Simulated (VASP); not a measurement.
# ZrTi3C4 (I4/mmm) in VASP: a series of runs

The runs below take ZrTi3C4 through single point, with PBEsol, PBE.

Program: VASP 6.6.1. These are calculated values, not measurements. Logs are shortened: lines on timing, memory, paths and dates and some standing lists are left out, and cuts for length are marked.

## (1) The cell of the first run

The structure is tetragonal, space group I4/mmm (No. 139). Conventional cell: a = 4.449 Å, b = 4.449 Å, c = 8.858 Å, α = 90.00°, β = 90.00°, γ = 90.00°. Within 2.9 Å of Zr (site symmetry 4/mmm) lie 6 C at 2.22 to 2.27 Å. Ti (site symmetry 4/mmm) has 6 C at 2.16 to 2.22 Å within 2.9 Å. Within 2.9 Å of Ti (site symmetry -4m2) lie 6 C at 2.21 to 2.22 Å. Within 2.9 Å of C (site symmetry 4mm) lie 5 Ti at 2.16 to 2.22 Å and 1 Zr at 2.27 Å. Within 2.9 Å of C (site symmetry mmm) lie 4 Ti at 2.21 to 2.22 Å and 2 Zr at 2.22 Å.

## (2) Single point, PBEsol

INCAR

```
SYSTEM = ZrTi3C4
PREC     = Accurate       ! precision mode
ENCUT    = 520            ! plane-wave cutoff, eV
EDIFF    = 1E-7           ! SCF threshold, eV
ISMEAR   = 0              ! smearing method
SIGMA    = 0.1            ! smearing width, eV
LREAL    = .FALSE.        ! projectors in reciprocal space
LASPH    = .TRUE.         ! aspherical terms in the spheres
NELM     = 60             ! most SCF steps
ALGO     = Normal         ! electronic algorithm
ISIF     = 2              ! what is computed and relaxed
LWAVE    = .FALSE.        ! write WAVECAR
LCHARG   = .FALSE.        ! write CHGCAR
GGA      = PS             ! functional
NBANDS   = 42             ! bands
```

KPOINTS

```
Automatic mesh
0
G
  12 12 12
  0 0 0
```

POSCAR

```
ZrTi3C4
1.0
   -2.2242579000      2.2242579000      4.4291169000
    2.2242579000     -2.2242579000      4.4291169000
    2.2242579000      2.2242579000     -4.4291169000
Zr Ti C
1 3 4
Direct
    0.5000000000      0.5000000000      0.0000000000
    0.0000000000      0.0000000000      0.0000000000
    0.7500000000      0.2500000000      0.5000000000
    0.2500000000      0.7500000000      0.5000000000
    0.2439420000      0.2439420000      0.0000000000
    0.0000000000      0.5000000000      0.5000000000
    0.7560580000      0.7560580000      0.0000000000
    0.5000000000      0.0000000000      0.5000000000
```

Potentials or basis: VASP PAW PBE potentials, release 64 (Zr_sv, Ti_sv, C).

Launch:

```sh
cat potpaw_PBE.64/Zr_sv/POTCAR potpaw_PBE.64/Ti_sv/POTCAR potpaw_PBE.64/C/POTCAR > POTCAR
mpirun -np 1 vasp_std > vasp.out
```

OUTCAR:

```text
SYSTEM = ZrTi3C4
   PREC = Accurate
   ENCUT = 520
   EDIFF = 1E-7
   ISMEAR = 0
   LREAL = .FALSE.
   LASPH = .TRUE.
   NELM = 60
   ISIF = 2
   GGA = PS

 ion  position               nearest neighbor table
   1  0.500  0.500  0.000-   6 2.22   8 2.22   8 2.22   6 2.22   7 2.27   5 2.27   3 3.14   4 3.14
                             3 3.14   4 3.14   4 3.14   4 3.14   3 3.14   3 3.14   2 3.15   2 3.15
   2  0.000  0.000  0.000-   5 2.16   7 2.16   6 2.22   8 2.22   6 2.22   8 2.22   1 3.15   1 3.15
                             1 3.15   1 3.15
   3  0.750  0.250  0.500-   6 2.21   8 2.21   7 2.22   5 2.22   7 2.22   5 2.22   1 3.14   1 3.14
                             1 3.14   1 3.14
   4  0.250  0.750  0.500-   6 2.21   8 2.21   7 2.22   5 2.22   7 2.22   5 2.22   1 3.14   1 3.14
                             1 3.14   1 3.14
   5  0.244  0.244  0.000-   2 2.16   4 2.22   3 2.22   3 2.22   4 2.22   1 2.27
   6  0.000  0.500  0.500-   3 2.21   4 2.21   1 2.22   2 2.22   2 2.22   1 2.22
   7  0.756  0.756  0.000-   2 2.16   3 2.22   4 2.22   3 2.22   4 2.22   1 2.27
   8  0.500  0.000  0.500-   3 2.21   4 2.21   1 2.22   2 2.22   1 2.22   2 2.22

  LATTYP: Found a body centered tetragonal cell.
 ALAT       =     4.4485158000
 C/A-ratio  =     1.9912784844

  Lattice vectors:

 A1 = (  -2.2242579000,   2.2242579000,   4.4291169000)
 A2 = (   2.2242579000,  -2.2242579000,   4.4291169000)
 A3 = (   2.2242579000,   2.2242579000,  -4.4291169000)

Analysis of symmetry for initial positions (statically):
=====================================================================
 Subroutine PRICEL returns:
 Original cell was already a primitive cell.

 Routine SETGRP: Setting up the symmetry group for a
 body centered tetragonal supercell.

 Subroutine GETGRP returns: Found 16 space group operations
 (whereof 16 operations were pure point group operations)
 out of a pool of 16 trial point group operations.

The static configuration has the point symmetry D_4h.

Analysis of symmetry for dynamics (positions and initial velocities):
=====================================================================
 Subroutine PRICEL returns:
 Original cell was already a primitive cell.

 Routine SETGRP: Setting up the symmetry group for a
 body centered tetragonal supercell.

 Subroutine GETGRP returns: Found 16 space group operations
 (whereof 16 operations were pure point group operations)
 out of a pool of 16 trial point group operations.

The dynamic configuration has the point symmetry D_4h.

 Subroutine INISYM returns: Found 16 space group operations
 (whereof 16 operations are pure point group operations),
 and found     1 'primitive' translations

----------------------------------------------------------------------------------------

                                     Primitive cell

  volume of cell :      87.6491

  direct lattice vectors                    reciprocal lattice vectors
    -2.224257900  2.224257900  4.429116900     0.000000000  0.224794076  0.112889321
     2.224257900 -2.224257900  4.429116900     0.224794076  0.000000000  0.112889321
     2.224257900  2.224257900 -4.429116900     0.224794076  0.224794076  0.000000000

  length of vectors
     5.432469321  5.432469321  5.432469321     0.251547959  0.251547959  0.317906831

  position of ions in fractional coordinates (direct lattice)
     0.500000000  0.500000000  0.000000000
     0.000000000  0.000000000  0.000000000
     0.750000000  0.250000000  0.500000000
     0.250000000  0.750000000  0.500000000
     0.243942000  0.243942000  0.000000000
     0.000000000  0.500000000  0.500000000
     0.756058000  0.756058000  0.000000000
     0.500000000  0.000000000  0.500000000

  ion indices of the primitive-cell ions
   primitive index   ion index
                 1           1
                 2           2
                 3           3
                 4           4
                 5           5
                 6           6
                 7           7
                 8           8

----------------------------------------------------------------------------------------

 KPOINTS: Automatic mesh

Automatic generation of k-mesh.
 Grid dimensions read from file:
 generate k-points for:   12   12   12

 Generating k-lattice:

  Cartesian coordinates                     Fractional coordinates (reciprocal lattice)
     0.000000000  0.018732840  0.009407443     0.083333333 -0.000000000  0.000000000
     0.018732840  0.000000000  0.009407443    -0.000000000  0.083333333  0.000000000
     0.018732840  0.018732840  0.000000000     0.000000000  0.000000000  0.083333333

  Length of vectors
     0.020962330  0.020962330  0.026492236

  Shift w.r.t. Gamma in fractional coordinates (k-lattice)
     0.000000000  0.000000000  0.000000000

 Subroutine IBZKPT returns following result:
 ===========================================

 Found    163 irreducible k-points:

 Following reciprocal coordinates:
            Coordinates               Weight
  0.000000  0.000000  0.000000      1.000000
  0.083333  0.000000  0.000000      8.000000
  0.166667 -0.000000  0.000000      8.000000
  0.250000 -0.000000  0.000000      8.000000
  0.333333  0.000000  0.000000      8.000000
  0.416667 -0.000000  0.000000      8.000000
[... 16 lines left out ...]
  0.500000  0.166667  0.000000     16.000000
 -0.416667  0.166667 -0.000000     16.000000
 [... further k-points ...]
   k-points           NKPTS =    163   k-points in BZ     NKDIM =    163   number of bands    NBANDS=     42
   number of dos      NEDOS =    301   number of ions     NIONS =      8
   total plane-waves  NPLWV =  64000
   dimension x,y,z NGX =    40 NGY =   40 NGZ =   40
   dimension x,y,z NGXF=    80 NGYF=   80 NGZF=   80
   ions per type =               1   3   4
   NGX,Y,Z   is equivalent  to a cutoff of  12.24, 12.24, 12.24 a.u.
   NGXF,Y,Z  is equivalent  to a cutoff of  24.48, 24.48, 24.48 a.u.
 SYSTEM =  ZrTi3C4
   PREC   = accura    normal or accurate (medium, high low for compatibility)
   ISTART =      0    job   : 0-new  1-cont  2-samecut
   ICHARG =      2    charge: 1-file 2-atom 10-const
   ISPIN  =      1    spin polarized calculation?
   LNONCOLLINEAR =      F non collinear calculations
   LSORBIT =      F    spin-orbit coupling
   LASPH  =      T    aspherical Exc in radial PAW
   ENCUT  =  520.0 eV  38.22 Ry    6.18 a.u.  10.10 10.10 10.10*2*pi/ulx,y,z
   NELM   =     60;   NELMIN=  2; NELMDL= -5     # of ELM steps
   EDIFF  = 0.1E-06   stopping-criterion for ELM
   LREAL  =      F    real-space projection
   EDIFFG = 0.1E-05   stopping-criterion for IOM
   NSW    =      0    number of steps for IOM
   IBRION =     -1    ionic relax: 0-MD 1-quasi-New 2-CG
   NFREE  =      0    steps in history (QN), initial steepest desc. (CG)
   ISIF   =      2    stress and relaxation
   ISYM   =      2    0-nonsym 1-usesym 2-fastsym
   POTIM  = 0.5000    time-step for ionic-motion
   TEBEG  =    0.0;   TEEND  =   0.0 temperature during run
   PSTRESS=    0.0 pullay stress
   NELECT =      64.0000    total number of electrons
   NUPDOWN=      -1.0000    fix difference up-down
   EMIN   =  10.00;   EMAX   =-10.00  energy-range for DOS
   EFERMI =   0.00;   METHOD = LEGACY
   ISMEAR =     0;   SIGMA  =   0.10  broadening in eV -4-tet -1-fermi 0-gaus
   EFERMI_NEDOS =   21; number of points for ismear=-14 and -15
   IALGO  =     38    algorithm
   IMIX   =      4    mixing-type and parameters
     AMIX     =   0.40;   BMIX     =  1.00
     AMIX_MAG =   1.60;   BMIX_MAG =  1.00
  volume/ion in A,a.u.               =      10.96        73.94
  Fermi-wavevector in a.u.,A,eV,Ry     =   1.474186  2.785808 29.568522  2.173225
  Thomas-Fermi vector in A             =   2.588988
   LORBIT       =      0    0 simple, 1 ext, 2 COOP (PROOUT), +10 PAW based schemes
   GGA     = PS    functional components
   LHFCALC =     F    Hartree Fock is set to
   AEXX    =    0.0000 exact exchange contribution
   IVDW    =     0    specifies the selected vdW correction
   LEPSILON=     F    determine dielectric tensor
   LRPA    =     F    only Hartree local field effects (RPA)
 non-spin polarized calculation
 Gauss-broadening in eV      SIGMA  =   0.10
  energy-cutoff  :      520.00
  volume of cell :       87.65
 maximum number of plane-waves:      2397
   NGX = 21   NGY = 21   NGZ = 21

 number of electron      63.9999991 magnetization

 Free energy of the ion-electron system (eV)
  ---------------------------------------------------
  ext. energy  EPLUGINS =         0.00000000
  ---------------------------------------------------
  free energy    TOTEN  =       -79.36508970 eV

  energy without entropy =      -79.35804219  energy(sigma->0) =      -79.36156595

 E-fermi :   9.2543     XC(G=0): -12.6436

 val. band max:        9.2501636458   @ k =  -0.2500  -0.3333   0.2500
 cond. band min:       9.2644846627   @ k =  -0.1667   0.0833  -0.0000
 fundamental gap:      0.0143210168
 Fermi energy:         9.2543052194

 k-point     1 :       0.0000    0.0000    0.0000
  band No.  band energies     occupation
      1     -47.2359      2.00000
      2     -47.1947      2.00000
      3     -47.1190      2.00000
      4     -38.1588      2.00000
      5     -23.6857      2.00000
      6     -23.6724      2.00000
[... 34 lines left out ...]
     41      12.1052      0.00000
     42      12.1055      0.00000

 k-point     2 :       0.0833    0.0000    0.0000
  band No.  band energies     occupation
      1     -47.2350      2.00000
      2     -47.1953      2.00000
      3     -47.1192      2.00000
      4     -38.1588      2.00000
      5     -23.6901      2.00000
      6     -23.6702      2.00000
[... 979 lines left out ...]
     41      12.7437      0.00000
     42      13.2516      0.00000

 k-point    24 :      -0.4167    0.1667   -0.0000
  band No.  band energies     occupation
      1     -47.2181      2.00000
      2     -47.2084      2.00000
      3     -47.1229      2.00000
      4     -38.1589      2.00000
      5     -23.7123      2.00000
      6     -23.6464      2.00000
[... 34 lines left out ...]
     41      12.6205      0.00000
     42      13.2420      0.00000

 [... further k-points ...]

------------------------ aborting loop because EDIFF is reached ----------------------------------------

  FORCE on cell =-STRESS in cart. coord.  units (eV):
  Direction    XX          YY          ZZ          XY          YZ          ZX
  --------------------------------------------------------------------------------------
  -------------------------------------------------------------------------------------
  Total       -3.3709408     -3.3709408     -3.3629621      0.0000000     -0.0000000      0.0000000
  in kB      -61.6189490    -61.6189490    -61.4731024      0.0000000     -0.0000000      0.0000000
  external PRESSURE =     -61.5703335 kB  Pullay stress =       0.0000000 kB

 VOLUME and BASIS-vectors are now :
 -----------------------------------------------------------------------------
  energy-cutoff  :      520.00
  volume of cell :       87.65
      direct lattice vectors                 reciprocal lattice vectors
    -2.224257900  2.224257900  4.429116900     0.000000000  0.224794076  0.112889321
     2.224257900 -2.224257900  4.429116900     0.224794076  0.000000000  0.112889321
     2.224257900  2.224257900 -4.429116900     0.224794076  0.224794076  0.000000000

 POSITION                                       TOTAL-FORCE (eV/Angst)
 -----------------------------------------------------------------------------------
      0.00000      0.00000      4.42912         0.000000      0.000000     -0.000000
      0.00000      0.00000      0.00000         0.000000      0.000000     -0.000000
     -0.00000      2.22426      2.21456         0.000000      0.000000     -0.000000
      2.22426     -0.00000      2.21456         0.000000      0.000000     -0.000000
      0.00000      0.00000      2.16090         0.000000      0.000000     -0.000461
      2.22426      0.00000      0.00000         0.000000      0.000000     -0.000000
      0.00000      0.00000      6.69734        -0.000000     -0.000000      0.000461
      0.00000      2.22426      0.00000         0.000000      0.000000     -0.000000
 -----------------------------------------------------------------------------------
    total drift:                               -0.000000     -0.000000      0.000000

  FREE ENERGIE OF THE ION-ELECTRON SYSTEM (eV)
  ---------------------------------------------------
  free  energy   TOTEN  =       -79.3650897030 eV

  energy  without entropy=      -79.3580421921  energy(sigma->0) =      -79.36156595
```

It took 7.5 min on 1 thread of Intel Xeon 6975P-C (Granite Rapids), shared host; peak memory 0.61 GiB.

Results:

| Property | Result |
| --- | --- |
| Free energy | -79.3651 eV |
| Pressure | -6.2 GPa |
| Band gap on the k mesh | zero (band 32 reaches 9.94 eV, above the bottom of band 33 at 8.89 eV) |

Caveat: the PAW data sets were made with another functional, which shifts forces and pressure a little.

[end of part 1 of 2]
